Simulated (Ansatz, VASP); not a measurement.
**TePb in VASP and in Ansatz**

```
Pb Te
1.0
     4.51188    0.00000    0.00000
     0.00000    4.51188    0.00000
     0.00000    0.00000   22.38080
Pb Te
3 3
Direct
  0.25000 0.25000 0.36367
  0.75000 0.75000 0.50000
  0.25000 0.25000 0.63633
  0.75000 0.75000 0.35933
  0.25000 0.25000 0.50000
  0.75000 0.75000 0.64067
```

Alike in both runs: functional LDA; k mesh 7 × 7 × 1; occupations fermi-dirac, width 0.02 eV; no spin polarisation.

Ansatz relaxed the structure, and its values are those at the end. VASP's run is a single point on that final structure, the one shown.

```csv
,VASP,Ansatz
version,VASP 6.6.1,Ansatz 0.2.0
potentials or method,"VASP PAW LDA potentials, release 64 (Pb_d, Te)","PAW with Ansatz's default frozen-core files, scalar-relativistic"
plane-wave cutoff (eV),520,420
valence electrons in the cell,60,90
```

|  | VASP | Ansatz | Ansatz less VASP |
| --- | --- | --- | --- |
| gap on the k mesh at the Fermi level (eV) | 0.93 | 0.94 | +0.012 |
| rms of the force components (eV/Å) | 0.005 | 0.001 | -0.0042 |

LDA's correlation is that of Perdew and Zunger in VASP and of Perdew and Wang (1992) in Ansatz. VASP's potentials hold 60 valence electrons a cell and Ansatz's 90, so a difference there can come from the potentials and not from the codes. Ansatz's warnings: stress scf threshold loose, xc potential rough in thin density.

Neither program's run includes spin-orbit coupling.
